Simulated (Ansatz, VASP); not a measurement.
# AgRh in VASP and in Ansatz

```
Ag Rh
1.0
     2.77759    0.00000    0.00000
    -1.38879    2.40546    0.00000
     0.00000    0.00000    4.80860
Ag Rh
1 1
Direct
  0.00000 0.00000 0.50000
  0.66667 0.33333 0.00000
```

Alike in both runs: task single point; functional PBE; k mesh 14 × 14 × 7; occupations fermi-dirac, width 0.05 eV; collinear spin.

```csv
,VASP,Ansatz
version,VASP 6.6.1,Ansatz 0.2.0
potentials or method,"VASP PAW PBE potentials, release 64 (Ag, Rh_pv), cutoff 520 eV","all-electron LAPW, scalar-relativistic"
```

Ansatz gave:

| Item | Value |
| --- | --- |
| pressure (GPa) | -2.1 |
| traceless stress, the component that is largest in VASP (GPa) | -0.42 |
| net moment per atom (μB) | 0.23 |
| size of the moment on the site where the two differ most (μB) | 0.46 |

**Question.** Estimate VASP's values.

**Answer.** Pressure (GPa): -2.2; traceless stress, the component that is largest in VASP (GPa): -0.43; net moment per atom (μB): 0.23; size of the moment on the site where the two differ most (μB): 0.45.

Site moments also hang on the region over which each program counts them. Ansatz ran all-electron here, and VASP with PAW potentials.
